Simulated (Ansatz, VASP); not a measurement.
**In2BiSb in VASP and in Ansatz**

```xyz
4
Lattice="4.8053 0.0000 0.0000 0.0000 4.8053 0.0000 0.0000 0.0000 6.7723" Properties=species:S:1:pos:R:3 pbc="T T T"
Sb    0.0000    0.0000    0.0000
In    0.0000    2.4027    5.1239
In    2.4027    0.0000    1.6483
Bi    2.4027    2.4027    3.3861
```

Alike in both runs: task single point; functional r2SCAN; k mesh 4 × 4 × 4; occupations fermi-dirac, width 0.02 eV; no spin polarisation.

```csv
,VASP,Ansatz
version,VASP 6.6.1,Ansatz 0.2.0
potentials or method,"VASP PAW PBE potentials, release 64 (Sb, In_d, Bi_d)","plane waves, PAW"
plane-wave cutoff (eV),520,500
valence electrons in the cell,46,56
```

|  | VASP | Ansatz | Ansatz less VASP |
| --- | --- | --- | --- |
| pressure (GPa) | -2.0 | -1.9 | +0.06 |
| rms of the force components (eV/Å) | 0.003 | 0.003 | -0.0008 |

VASP's potentials were made for PBE, not for r2SCAN. The functional is the same, so the differences come from potentials, cutoffs and numerics. VASP's potentials hold 46 valence electrons a cell and Ansatz's 56, so a difference there can come from the potentials and not from the codes.

Spin-orbit coupling is off throughout.
